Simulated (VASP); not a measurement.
# AlCo (P4/mmm) in VASP: a series of runs, part 2 of 2

VASP 6.6.1. The steps go on from the part before.

## 4. Single point, PBEsol (strain -0.030 along x and y, +0.015 along z)

Contents of INCAR:

```
SYSTEM = AlCo
ALGO = Normal ; EDIFF = 1E-6
ENCUT = 520 ; GGA = PS
ISIF = 2 ; ISMEAR = 0
LASPH = .TRUE. ; LCHARG = .FALSE.
LREAL = .FALSE. ; LWAVE = .FALSE.
NBANDS = 13 ; NELM = 60
PREC = Accurate ; SIGMA = 0.15
```

Contents of KPOINTS:

```
k-points
0
G
  16 16 16
  0 0 0
```

Contents of POSCAR:

```
AlCo
1.0
    2.7348211137      0.0000000000      0.0000000000
    0.0000000000      2.7348211137      0.0000000000
    0.0000000000      0.0000000000      2.8616942581
Al Co
1 1
Direct
    0.0000000000      0.0000000000      0.0000000000
    0.5000000000      0.5000000000      0.5000000000
```

Potentials or basis: VASP PAW PBE potentials, release 64 (Al, Co).

Command:

```console
$ cat potpaw_PBE.64/Al/POTCAR potpaw_PBE.64/Co/POTCAR > POTCAR
$ mpirun -np 1 vasp_std > vasp.out
```

OUTCAR:

```text
SYSTEM = AlCo
   EDIFF = 1E-6
   ENCUT = 520
   GGA = PS
   ISIF = 2
   ISMEAR = 0
   LASPH = .TRUE.
   LREAL = .FALSE.
   NELM = 60
   PREC = Accurate

 ion  position               nearest neighbor table
   1  0.000  0.000  0.000-   2 2.41   2 2.41   2 2.41   2 2.41   2 2.41   2 2.41   2 2.41   2 2.41

   2  0.500  0.500  0.500-   1 2.41   1 2.41   1 2.41   1 2.41   1 2.41   1 2.41   1 2.41   1 2.41

  LATTYP: Found a simple tetragonal cell.
 ALAT       =     2.7348211137
 C/A-ratio  =     1.0463917526

  Lattice vectors:

 A1 = (   2.7348211137,   0.0000000000,   0.0000000000)
 A2 = (   0.0000000000,   2.7348211137,   0.0000000000)
 A3 = (   0.0000000000,   0.0000000000,   2.8616942581)

Analysis of symmetry for initial positions (statically):
=====================================================================
 Subroutine PRICEL returns:
 Original cell was already a primitive cell.

 Routine SETGRP: Setting up the symmetry group for a
 simple tetragonal supercell.

 Subroutine GETGRP returns: Found 16 space group operations
 (whereof 16 operations were pure point group operations)
 out of a pool of 16 trial point group operations.

The static configuration has the point symmetry D_4h.

Analysis of symmetry for dynamics (positions and initial velocities):
=====================================================================
 Subroutine PRICEL returns:
 Original cell was already a primitive cell.

 Routine SETGRP: Setting up the symmetry group for a
 simple tetragonal supercell.

 Subroutine GETGRP returns: Found 16 space group operations
 (whereof 16 operations were pure point group operations)
 out of a pool of 16 trial point group operations.

The dynamic configuration has the point symmetry D_4h.

 Subroutine INISYM returns: Found 16 space group operations
 (whereof 16 operations are pure point group operations),
 and found     1 'primitive' translations

----------------------------------------------------------------------------------------

                                     Primitive cell

  volume of cell :      21.4033

[... 118 lines left out ...]
   LRPA    =     F    only Hartree local field effects (RPA)
 non-spin polarized calculation
 Gauss-broadening in eV      SIGMA  =   0.15
  energy-cutoff  :      520.00
  volume of cell :       21.40
 maximum number of plane-waves:       594
   NGX = 11   NGY = 11   NGZ = 11

 number of electron      12.0000009 magnetization

 Free energy of the ion-electron system (eV)
  ---------------------------------------------------
  ext. energy  EPLUGINS =         0.00000000
  ---------------------------------------------------
  free energy    TOTEN  =       -13.03432425 eV

  energy without entropy =      -13.02442205  energy(sigma->0) =      -13.02937315

 E-fermi :  11.4645     XC(G=0): -12.7740

 val. band max:       11.4561559125   @ k =   0.5000   0.4375   0.0625
 cond. band min:      11.4663852536   @ k =   0.5000   0.2500   0.3750
 fundamental gap:      0.0102293411
 Fermi energy:        11.4644654521

 k-point     1 :       0.0000    0.0000    0.0000
  band No.  band energies     occupation
      1      -0.0800      2.00000
      2       8.1371      2.00000
      3       8.2231      2.00000
      4      10.5734      2.00000
      5      10.5734      2.00000
      6      10.7520      2.00000
      7      16.7724      0.00000
      8      18.4935      0.00000
      9      18.4935      0.00000
     10      20.3886      0.00000
     11      20.7647      0.00000
     12      28.3223      0.00000
     13      33.7888      0.00000
[... 354 lines left out ...]
  band No.  band energies     occupation
      1       4.8480      2.00000
      2       4.8609      2.00000
      3       8.9694      2.00000
      4       9.4595      2.00000
      5       9.6637      2.00000
      6      10.5462      2.00000
      7      11.8856      0.00007
      8      19.4106      0.00000
      9      20.9870      0.00000
     10      22.1272      0.00000
     11      23.4440      0.00000
     12      24.0090      0.00000
     13      27.9079      0.00000

 [... further k-points ...]

------------------------ aborting loop because EDIFF is reached ----------------------------------------

  FORCE on cell =-STRESS in cart. coord.  units (eV):
  Direction    XX          YY          ZZ          XY          YZ          ZX
  --------------------------------------------------------------------------------------
  -------------------------------------------------------------------------------------
  Total        1.8094233      1.8094233      0.8326985      0.0000000      0.0000000      0.0000000
  in kB      135.4470892    135.4470892     62.3328902      0.0000000      0.0000000      0.0000000
  external PRESSURE =     111.0756896 kB  Pullay stress =       0.0000000 kB

 VOLUME and BASIS-vectors are now :
 -----------------------------------------------------------------------------
  energy-cutoff  :      520.00
  volume of cell :       21.40
      direct lattice vectors                 reciprocal lattice vectors
     2.734821114  0.000000000  0.000000000     0.365654629  0.000000000  0.000000000
     0.000000000  2.734821114  0.000000000     0.000000000  0.365654629  0.000000000
     0.000000000  0.000000000  2.861694258     0.000000000  0.000000000  0.349443340

 POSITION                                       TOTAL-FORCE (eV/Angst)
 -----------------------------------------------------------------------------------
      0.00000      0.00000      0.00000         0.000000      0.000000      0.000000
      1.36741      1.36741      1.43085         0.000000      0.000000      0.000000
 -----------------------------------------------------------------------------------
    total drift:                               -0.000000      0.000000      0.000000

  FREE ENERGIE OF THE ION-ELECTRON SYSTEM (eV)
  ---------------------------------------------------
  free  energy   TOTEN  =       -13.0343242548 eV

  energy  without entropy=      -13.0244220534  energy(sigma->0) =      -13.02937315
```

stdout:

```text
POSCAR found type information on POSCAR AlCo
 POSCAR found :  2 types and       2 ions
 scaLAPACK will be used
 -----------------------------------------------------------------------------
|                                                                             |
|                                                                             |
|     You enforced a specific xc type in the INCAR file but a different       |
|     I HOPE YOU KNOW WHAT YOU ARE DOING!                                     |
|                                                                             |
 -----------------------------------------------------------------------------

 LDA part: xc-table for (Slater+PW92), standard interpolation
 POSCAR, INCAR and KPOINTS ok, starting setup
 FFT: planning ... GRIDC
 FFT: planning ... GRID_SOFT
 FFT: planning ... GRID
 WAVECAR not read
 entering main loop
```

Wall time 1.7 min (1 thread of Intel Xeon 8259CL, shared host); peak memory 0.23 GiB.

Results:

| Quantity | Value |
| --- | --- |
| Free energy | -13.0343 eV |
| Pressure | 11.1 GPa |
| Band gap on the k mesh | zero (bands 6 and 7 overlap by 2.59 eV) |

Levels at points of the mesh, in eV from the Fermi level:
| k point | band 3 | band 4 | band 5 | band 6 | band 7 | band 8 | band 9 | band 10 |
| --- | --- | --- | --- | --- | --- | --- | --- | --- |
| (0.00, 0.00, 0.00) | -3.24 | -0.89 | -0.89 | -0.71 | 5.31 | 7.03 | 7.03 | 8.92 |
| (0.50, 0.00, 0.00) | -2.59 | -2.04 | -1.68 | -0.75 | 0.44 | 8.53 | 10.11 | 11.68 |
| (0.50, 0.50, 0.00) | -2.54 | -2.54 | -1.77 | -1.77 | -0.09 | 3.02 | 4.36 | 12.98 |
| (0.00, 0.00, 0.50) | -2.67 | -1.70 | -1.70 | -0.62 | -0.01 | 8.59 | 11.56 | 11.56 |
| (0.50, 0.00, 0.50) | -3.01 | -2.73 | -1.53 | -1.48 | -0.27 | 2.60 | 3.90 | 14.19 |
| (0.50, 0.50, 0.50) | -4.23 | -0.25 | -0.07 | 2.32 | 2.51 | 2.51 | 4.97 | 5.70 |

Caveat: the cell differs from its parent crystal (strain -0.030 along x and y, +0.015 along z); the cell stands under pressure; the PAW data sets were made with another functional, which shifts forces and pressure a little; the run has no spin polarisation, though such a crystal can be magnetic.

## 5. Single point, PBEsol (strain -0.030 along x and y, +0.030 along z)

Contents of INCAR:

```
SYSTEM = AlCo
ALGO = Fast
EDIFF = 1E-6
ENCUT = 520
GGA = PS
ISIF = 2
ISMEAR = 0
LASPH = .True.
LCHARG = .False.
LREAL = .False.
LWAVE = .False.
NBANDS = 13
NELM = 100
PREC = Accurate
SIGMA = 0.15
```

Contents of KPOINTS:

```
k-points
0
Gamma
  16 16 16
  0 0 0
```

Edit POSCAR of step 4 so:

```diff
@@ -4,3 +4,3 @@
     0.0000000000      2.7348211137      0.0000000000
-    0.0000000000      0.0000000000      2.8616942581
+    0.0000000000      0.0000000000      2.9039853063
 Al Co
```

Potentials or basis: VASP PAW PBE potentials, release 64 (Al, Co).

Command:

```console
$ cat potpaw_PBE.64/Al/POTCAR potpaw_PBE.64/Co/POTCAR > POTCAR
$ mpirun -np 1 vasp_std > vasp.out
```

OUTCAR:

```text
SYSTEM = AlCo
   EDIFF = 1E-6
   ENCUT = 520
   GGA = PS
   ISIF = 2
   ISMEAR = 0
   LASPH = .True.
   LREAL = .False.
   NELM = 100
   PREC = Accurate

 ion  position               nearest neighbor table
   1  0.000  0.000  0.000-   2 2.42   2 2.42   2 2.42   2 2.42   2 2.42   2 2.42   2 2.42   2 2.42

   2  0.500  0.500  0.500-   1 2.42   1 2.42   1 2.42   1 2.42   1 2.42   1 2.42   1 2.42   1 2.42

  LATTYP: Found a simple tetragonal cell.
 ALAT       =     2.7348211137
 C/A-ratio  =     1.0618556701

  Lattice vectors:

 A1 = (   2.7348211137,   0.0000000000,   0.0000000000)
[... 565 lines left out ...]
     11      22.8592      0.00000
     12      23.6497      0.00000
     13      27.2616      0.00000

 [... further k-points ...]
[... 5 lines left out ...]
  --------------------------------------------------------------------------------------
  -------------------------------------------------------------------------------------
  Total        1.4074415      1.4074415      0.2151941      0.0000000     -0.0000000      0.0000000
  in kB      103.8218300    103.8218300     15.8740828      0.0000000     -0.0000000      0.0000000
  external PRESSURE =      74.5059143 kB  Pullay stress =       0.0000000 kB

 VOLUME and BASIS-vectors are now :
 -----------------------------------------------------------------------------
  energy-cutoff  :      520.00
  volume of cell :       21.72
      direct lattice vectors                 reciprocal lattice vectors
     2.734821114  0.000000000  0.000000000     0.365654629  0.000000000  0.000000000
     0.000000000  2.734821114  0.000000000     0.000000000  0.365654629  0.000000000
     0.000000000  0.000000000  2.903985306     0.000000000  0.000000000  0.344354359

 POSITION                                       TOTAL-FORCE (eV/Angst)
 -----------------------------------------------------------------------------------
      0.00000      0.00000      0.00000         0.000000      0.000000      0.000000
      1.36741      1.36741      1.45199         0.000000      0.000000      0.000000
 -----------------------------------------------------------------------------------
    total drift:                               -0.000000      0.000000      0.000000

  FREE ENERGIE OF THE ION-ELECTRON SYSTEM (eV)
  ---------------------------------------------------
  free  energy   TOTEN  =       -13.0424375473 eV

  energy  without entropy=      -13.0322905307  energy(sigma->0) =      -13.03736404
```

stdout:

```text
POSCAR found type information on POSCAR AlCo
 POSCAR found :  2 types and       2 ions
 scaLAPACK will be used
 -----------------------------------------------------------------------------
|                                                                             |
|                                                                             |
|     You enforced a specific xc type in the INCAR file but a different       |
|     I HOPE YOU KNOW WHAT YOU ARE DOING!                                     |
|                                                                             |
 -----------------------------------------------------------------------------

 LDA part: xc-table for (Slater+PW92), standard interpolation
 POSCAR, INCAR and KPOINTS ok, starting setup
 FFT: planning ... GRIDC
 FFT: planning ... GRID_SOFT
 FFT: planning ... GRID
 WAVECAR not read
 entering main loop
```

Run time: 2.2 min. Hardware: 1 thread of Intel Xeon 8259CL, shared host; peak memory 0.23 GiB.

What came out:

| Quantity | Value |
| --- | --- |
| Free energy | -13.0424 eV |
| Pressure | 7.5 GPa |
| Band gap on the k mesh | zero (bands 6 and 7 overlap by 2.58 eV) |

Levels at points of the mesh, in eV from the Fermi level:
```
           k point  band 4  band 5  band 6  band 7  band 8  band 9
(0.00, 0.00, 0.00)   -0.84   -0.84   -0.61    4.93    7.17    7.17
(0.50, 0.00, 0.00)   -2.03   -1.57   -0.69    0.52    8.51    9.77
(0.50, 0.50, 0.00)   -2.40   -1.74   -1.74   -0.01    3.10    4.40
(0.00, 0.00, 0.50)   -1.59   -1.59   -0.53   -0.07    8.62   11.65
(0.50, 0.00, 0.50)   -2.65   -1.42   -1.37   -0.25    2.57    3.80
(0.50, 0.50, 0.50)   -0.23    0.01    2.33    2.57    2.57    4.87
```

Caveat: the cell differs from its parent crystal (strain -0.030 along x and y, +0.030 along z); the cell stands under pressure; the PAW data sets were made with another functional, which shifts forces and pressure a little; the run has no spin polarisation, though such a crystal can be magnetic.

## 6. Summary

```tsv
cell	gap on the mesh (eV)	pressure (GPa)
a = 2.735, b = 2.735, c = 2.819 Å, 2 atoms	none	14.0
a = 2.777, b = 2.777, c = 2.735 Å, 2 atoms	none	13.7
a = 2.735, b = 2.735, c = 2.862 Å, 2 atoms	none	11.1
a = 2.735, b = 2.735, c = 2.904 Å, 2 atoms	none	7.5
```

Alike in all rows: task single point; level PBEsol; potentials or basis VASP PAW PBE potentials, release 64 (Al, Co); no spin polarisation; k mesh 16 × 16 × 16; cutoff (eV) 520; smearing gaussian 0.15 eV.

Caveats: the cell stands under pressure; the PAW data sets were made with another functional, which shifts forces and pressure a little; the run has no spin polarisation, though such a crystal can be magnetic.

Absolute energies hang on the potentials; compare differences alone.
